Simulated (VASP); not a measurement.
# AlGaN2 (Cm) in VASP: notebook

AlGaN2 is run at these levels: PBEsol; tasks: single point.

Everything below comes from runs of VASP 6.6.1. Logs are shortened: lines on timing, memory, paths and dates and some standing lists are left out, and cuts for length are marked.

## 1. The cell of the first run

The structure is monoclinic, space group Cm (No. 8). Conventional cell: a = 11.539 Å, b = 3.151 Å, c = 5.457 Å, α = 90.00°, β = 118.22°, γ = 90.00°. Al (site symmetry m) has 4 N at 1.92 Å within 2.5 Å. Within 2.5 Å of Al (site symmetry m) lie 4 N at 1.92 Å. Within 2.5 Å of Ga (site symmetry m) lie 4 N at 1.92 Å. Within 2.5 Å of Ga (site symmetry m) lie 4 N at 1.92 Å. N (site symmetry m) has 2 Al at 1.92 Å and 2 Ga at 1.92 Å within 2.5 Å. Within 2.5 Å of N (site symmetry m) lie 2 Ga at 1.92 Å and 2 Al at 1.92 Å. N (site symmetry m) has 3 Al at 1.92 Å and 1 Ga at 1.92 Å within 2.5 Å. Within 2.5 Å of N (site symmetry m) lie 3 Ga at 1.92 Å and 1 Al at 1.92 Å.

## 2. Single point, PBEsol

Contents of INCAR:

```
SYSTEM = AlGaN2
  ALGO = Normal
  EDIFF = 1E-6
  ENCUT = 600
  GGA = PS
  GGA_COMPAT = .FALSE.
  ISIF = 2
  ISMEAR = 0
  LASPH = .TRUE.
  LCHARG = .FALSE.
  LREAL = .FALSE.
  LWAVE = .FALSE.
  NBANDS = 36
  NELM = 120
  PREC = Accurate
  SIGMA = 0.1
```

Contents of KPOINTS:

```
k-points
0
G
  6 6 6
  0 0 0
```

Contents of POSCAR:

```
AlGaN2
1.0
   -3.1505000000      0.0000000000      0.0000000000
    0.0000000000      5.4568260692      0.0000000000
    1.5752500000     -2.7284130346     -5.0835000000
Al Ga N
2 2 4
Direct
    0.0000000000      0.3333333300      0.0000000000
    0.7500000000      0.4166666700      0.5000000000
    0.5000000000      0.8333333300      0.0000000000
    0.2500000000      0.9166666700      0.5000000000
    0.8115000000      0.1448333300      0.6230000000
    0.3115000000      0.6448333300      0.6230000000
    0.5615000000      0.2281666700      0.1230000000
    0.0615000000      0.7281666700      0.1230000000
```

Potentials or basis: VASP PAW PBE potentials, release 64 (Al, Ga_d, N).

Started as:

```
$ cat potpaw_PBE.64/Al/POTCAR potpaw_PBE.64/Ga_d/POTCAR potpaw_PBE.64/N/POTCAR > POTCAR
$ mpirun -np 1 vasp_std > vasp.out
```

OUTCAR:

```text
SYSTEM = AlGaN2
   EDIFF = 1E-6
   ENCUT = 600
   GGA = PS
   ISIF = 2
   ISMEAR = 0
   LASPH = .TRUE.
   LREAL = .FALSE.
   NELM = 120
   PREC = Accurate

 ion  position               nearest neighbor table
   1  0.000  0.333  0.000-   5 1.92   7 1.92   7 1.92   8 1.92   2 3.13   2 3.13   4 3.13   4 3.13
                             4 3.13   2 3.13
   2  0.750  0.417  0.500-   7 1.92   6 1.92   6 1.92   5 1.92   3 3.13   3 3.13   1 3.13   1 3.13
                             3 3.13   1 3.13
   3  0.500  0.833  0.000-   6 1.92   8 1.92   8 1.92   7 1.92   2 3.13   2 3.13   2 3.13
   4  0.250  0.917  0.500-   8 1.92   5 1.92   5 1.92   6 1.92   1 3.13   1 3.13   1 3.13
   5  0.812  0.145  0.623-   1 1.92   4 1.92   4 1.92   2 1.92
   6  0.312  0.645  0.623-   3 1.92   2 1.92   2 1.92   4 1.92
   7  0.562  0.228  0.123-   2 1.92   1 1.92   1 1.92   3 1.92
   8  0.062  0.728  0.123-   4 1.92   3 1.92   3 1.92   1 1.92

  LATTYP: Found a body centered orthorhombic cell.
 ALAT       =     3.1505000000
 B/A-ratio  =     1.7320508076
 C/A-ratio  =     3.2271068084

  Lattice vectors:

 A1 = (  -1.5752500000,   2.7284130346,   5.0835000000)
 A2 = (   1.5752500000,  -2.7284130346,   5.0835000000)
 A3 = (   1.5752500000,   2.7284130346,  -5.0835000000)

Analysis of symmetry for initial positions (statically):
=====================================================================
 Subroutine PRICEL returns:
 Original cell was already a primitive cell.

 Routine SETGRP: Setting up the symmetry group for a
 body centered orthorhombic supercell.

 Subroutine GETGRP returns: Found  2 space group operations
 (whereof  2 operations were pure point group operations)
 out of a pool of  8 trial point group operations.

The static configuration has the point symmetry C_1h.

Analysis of symmetry for dynamics (positions and initial velocities):
=====================================================================
 Subroutine PRICEL returns:
 Original cell was already a primitive cell.

 Routine SETGRP: Setting up the symmetry group for a
 body centered orthorhombic supercell.

 Subroutine GETGRP returns: Found  2 space group operations
 (whereof  2 operations were pure point group operations)
 out of a pool of  8 trial point group operations.

The dynamic configuration has the point symmetry C_1h.

 Subroutine INISYM returns: Found  2 space group operations
 (whereof  2 operations are pure point group operations),
 and found     1 'primitive' translations

----------------------------------------------------------------------------------------

                                     Primitive cell

  volume of cell :      87.3942

  direct lattice vectors                    reciprocal lattice vectors
    -3.150500000  0.000000000  0.000000000    -0.317409935  0.000000000 -0.098357431
     0.000000000  5.456826069  0.000000000     0.000000000  0.183256711 -0.098357431
     1.575250000 -2.728413035 -5.083500000     0.000000000  0.000000000 -0.196714862

  length of vectors
     3.150500000  5.456826069  5.980603857     0.332299941  0.207983669  0.196714862

  position of ions in fractional coordinates (direct lattice)
     0.000000000  0.333333330  0.000000000
     0.750000000  0.416666670  0.500000000
     0.500000000  0.833333330  0.000000000
     0.250000000  0.916666670  0.500000000
     0.811500000  0.144833330  0.623000000
     0.311500000  0.644833330  0.623000000
     0.561500000  0.228166670  0.123000000
     0.061500000  0.728166670  0.123000000

  ion indices of the primitive-cell ions
   primitive index   ion index
                 1           1
                 2           2
                 3           3
                 4           4
                 5           5
                 6           6
                 7           7
                 8           8

----------------------------------------------------------------------------------------

 KPOINTS: k-points

Automatic generation of k-mesh.
 Grid dimensions read from file:
 generate k-points for:    6    6    6

 Generating k-lattice:

  Cartesian coordinates                     Fractional coordinates (reciprocal lattice)
    -0.052901656  0.000000000 -0.016392905     0.166666667  0.000000000  0.000000000
     0.000000000  0.030542785 -0.016392905     0.000000000  0.166666667  0.000000000
     0.000000000  0.000000000 -0.032785810     0.000000000  0.000000000  0.166666667

  Length of vectors
     0.055383324  0.034663945  0.032785810

  Shift w.r.t. Gamma in fractional coordinates (k-lattice)
     0.000000000  0.000000000  0.000000000

 Subroutine IBZKPT returns following result:
 ===========================================

 Found     68 irreducible k-points:

 Following reciprocal coordinates:
            Coordinates               Weight
  0.000000  0.000000  0.000000      1.000000
  0.166667  0.000000  0.000000      4.000000
  0.333333  0.000000  0.000000      4.000000
  0.500000  0.000000 -0.000000      2.000000
  0.000000  0.166667  0.000000      2.000000
  0.000000  0.166667 -0.166667      2.000000
[... 16 lines left out ...]
  0.500000  0.333333 -0.333333      4.000000
 -0.333333  0.333333  0.000000      4.000000
 [... further k-points ...]
   k-points           NKPTS =     68   k-points in BZ     NKDIM =     68   number of bands    NBANDS=     36
   number of dos      NEDOS =    301   number of ions     NIONS =      8
   total plane-waves  NPLWV =  64512
   dimension x,y,z NGX =    28 NGY =   48 NGZ =   48
   dimension x,y,z NGXF=    56 NGYF=   96 NGZF=   96
   ions per type =               2   2   4
   NGX,Y,Z   is equivalent  to a cutoff of  14.78, 14.62, 13.34 a.u.
   NGXF,Y,Z  is equivalent  to a cutoff of  29.55, 29.25, 26.69 a.u.
 SYSTEM =  AlGaN2
   PREC   = accura    normal or accurate (medium, high low for compatibility)
   ISTART =      0    job   : 0-new  1-cont  2-samecut
   ICHARG =      2    charge: 1-file 2-atom 10-const
   ISPIN  =      1    spin polarized calculation?
   LNONCOLLINEAR =      F non collinear calculations
   LSORBIT =      F    spin-orbit coupling
   LASPH  =      T    aspherical Exc in radial PAW
   ENCUT  =  600.0 eV  44.10 Ry    6.64 a.u.   6.29 10.90 11.94*2*pi/ulx,y,z
   NELM   =    120;   NELMIN=  2; NELMDL= -5     # of ELM steps
   EDIFF  = 0.1E-05   stopping-criterion for ELM
   LREAL  =      F    real-space projection
   EDIFFG = 0.1E-04   stopping-criterion for IOM
   NSW    =      0    number of steps for IOM
   IBRION =     -1    ionic relax: 0-MD 1-quasi-New 2-CG
   NFREE  =      0    steps in history (QN), initial steepest desc. (CG)
   ISIF   =      2    stress and relaxation
   ISYM   =      2    0-nonsym 1-usesym 2-fastsym
   POTIM  = 0.5000    time-step for ionic-motion
   TEBEG  =    0.0;   TEEND  =   0.0 temperature during run
   PSTRESS=    0.0 pullay stress
   NELECT =      52.0000    total number of electrons
   NUPDOWN=      -1.0000    fix difference up-down
   EMIN   =  10.00;   EMAX   =-10.00  energy-range for DOS
   EFERMI =   0.00;   METHOD = LEGACY
   ISMEAR =     0;   SIGMA  =   0.10  broadening in eV -4-tet -1-fermi 0-gaus
   EFERMI_NEDOS =   21; number of points for ismear=-14 and -15
   IALGO  =     38    algorithm
   IMIX   =      4    mixing-type and parameters
     AMIX     =   0.40;   BMIX     =  1.00
     AMIX_MAG =   1.60;   BMIX_MAG =  1.00
  volume/ion in A,a.u.               =      10.92        73.72
  Fermi-wavevector in a.u.,A,eV,Ry     =   1.376940  2.602040 25.796167  1.895965
  Thomas-Fermi vector in A             =   2.502139
   LORBIT       =      0    0 simple, 1 ext, 2 COOP (PROOUT), +10 PAW based schemes
   GGA     = PS    functional components
   LHFCALC =     F    Hartree Fock is set to
   AEXX    =    0.0000 exact exchange contribution
   IVDW    =     0    specifies the selected vdW correction
   LEPSILON=     F    determine dielectric tensor
   LRPA    =     F    only Hartree local field effects (RPA)
 non-spin polarized calculation
 Gauss-broadening in eV      SIGMA  =   0.10
  energy-cutoff  :      600.00
  volume of cell :       87.39
 maximum number of plane-waves:      2933
 NGX is ok and might be reduce to    28
   NGX = 13   NGY = 21   NGZ = 23

 number of electron      52.0000006 magnetization

 Free energy of the ion-electron system (eV)
  ---------------------------------------------------
  ext. energy  EPLUGINS =         0.00000000
  ---------------------------------------------------
  free energy    TOTEN  =       -57.45643436 eV

  energy without entropy =      -57.45643436  energy(sigma->0) =      -57.45643436

 E-fermi :   6.0944     XC(G=0): -11.5286

 val. band max:        5.6357095797   @ k =   0.0000   0.0000   0.0000
 cond. band min:       8.5628684125   @ k =   0.0000   0.0000   0.0000
 fundamental gap:      2.9271588329
 Fermi energy:         6.0944336846

 k-point     1 :       0.0000    0.0000    0.0000
  band No.  band energies     occupation
      1     -10.0038      2.00000
      2      -8.8841      2.00000
      3      -8.5949      2.00000
      4      -8.3292      2.00000
      5      -7.3819      2.00000
      6      -7.3337      2.00000
[... 28 lines left out ...]
     35      16.0905      0.00000
     36      16.2445      0.00000

 k-point     2 :       0.1667    0.0000    0.0000
  band No.  band energies     occupation
      1      -9.7549      2.00000
      2      -8.8424      2.00000
      3      -8.5690      2.00000
      4      -8.2841      2.00000
      5      -7.3493      2.00000
      6      -7.3076      2.00000
[... 28 lines left out ...]
     35      15.3354      0.00000
     36      15.7664      0.00000
[... 817 lines left out ...]
     35      15.4949      0.00000
     36      16.0026      0.00000

 k-point    24 :      -0.3333    0.3333    0.0000
  band No.  band energies     occupation
      1      -9.1299      2.00000
      2      -8.7291      2.00000
      3      -8.5557      2.00000
      4      -8.1927      2.00000
      5      -7.3050      2.00000
      6      -7.2738      2.00000
[... 28 lines left out ...]
     35      15.4589      0.00000
     36      15.7340      0.00000

 [... further k-points ...]

------------------------ aborting loop because EDIFF is reached ----------------------------------------

  FORCE on cell =-STRESS in cart. coord.  units (eV):
  Direction    XX          YY          ZZ          XY          YZ          ZX
  --------------------------------------------------------------------------------------
  -------------------------------------------------------------------------------------
  Total       -0.3981774     -0.5327096      0.8478219      0.0000000      0.0451801      0.0000000
  in kB       -7.2996958     -9.7660434     15.5429267      0.0000000      0.8282771      0.0000000
  external PRESSURE =      -0.5076041 kB  Pullay stress =       0.0000000 kB

 VOLUME and BASIS-vectors are now :
 -----------------------------------------------------------------------------
  energy-cutoff  :      600.00
  volume of cell :       87.39
      direct lattice vectors                 reciprocal lattice vectors
    -3.150500000  0.000000000  0.000000000    -0.317409935  0.000000000 -0.098357431
     0.000000000  5.456826069  0.000000000     0.000000000  0.183256711 -0.098357431
     1.575250000 -2.728413035 -5.083500000     0.000000000  0.000000000 -0.196714862

 POSITION                                       TOTAL-FORCE (eV/Angst)
 -----------------------------------------------------------------------------------
      0.00000      1.81894      0.00000         0.000000     -0.088083     -0.162175
     -1.57525      0.90947     -2.54175         0.000000     -0.004485     -0.124624
     -1.57525      4.54736      0.00000         0.000000      0.057861     -0.107734
      0.00000      3.63788     -2.54175        -0.000000      0.017747     -0.139115
     -1.57525     -0.90947     -3.16702         0.000000      0.839628     -0.491244
     -0.00000      1.81894     -3.16702         0.000000     -0.842768      0.761385
     -1.57525      0.90947     -0.62527         0.000000      0.859650     -0.181413
     -0.00000      3.63788     -0.62527         0.000000     -0.839549      0.444920
 -----------------------------------------------------------------------------------
    total drift:                                0.000005     -0.000197     -0.000339

  FREE ENERGIE OF THE ION-ELECTRON SYSTEM (eV)
  ---------------------------------------------------
  free  energy   TOTEN  =       -57.4564343592 eV

  energy  without entropy=      -57.4564343592  energy(sigma->0) =      -57.45643436
```

It took 5 min on 1 thread of Oxide Virtual Turin-like, shared host; peak memory 0.35 GiB.

Results:

```
Free energy            : -57.4564 eV
Pressure               : -0.1 GPa
Largest force          : 1.136 eV/Å
Band gap on the k mesh : 2.93 eV
```

Forces on the atoms (eV/Å):
```
Al   0.000 -0.088 -0.162
Al   0.000 -0.004 -0.125
Ga   0.000  0.058 -0.108
Ga   0.000  0.018 -0.139
N    0.000  0.840 -0.491
N    0.000 -0.843  0.761
N    0.000  0.860 -0.181
N    0.000 -0.840  0.445
```

Levels at points of the mesh, in eV from the valence-band top:
| k point | band 23 | band 24 | band 25 | band 26 | band 27 | band 28 | band 29 | band 30 |
| --- | --- | --- | --- | --- | --- | --- | --- | --- |
| (0.00, 0.00, 0.00) | -0.92 | -0.08 | -0.04 | 0.00 | 2.93 | 4.58 | 4.83 | 5.43 |
| (0.50, 0.00, 0.00) | -2.33 | -2.28 | -1.26 | -1.15 | 5.87 | 5.99 | 6.63 | 6.86 |
| (0.00, 0.50, 0.00) | -1.06 | -0.87 | -0.51 | -0.42 | 5.00 | 5.23 | 6.62 | 6.90 |
| (0.00, 0.50, 0.50) | -0.90 | -0.74 | -0.67 | -0.52 | 4.93 | 5.34 | 6.51 | 6.86 |
| (0.50, 0.50, 0.00) | -1.69 | -1.64 | -1.62 | -0.82 | 4.60 | 4.72 | 5.36 | 5.72 |
| (0.00, 0.00, 0.50) | -0.52 | -0.51 | -0.50 | -0.41 | 4.90 | 5.15 | 5.64 | 5.75 |

Caveat: the PAW data sets were made with another functional, which shifts forces and pressure a little.

[end of part 1 of 3]
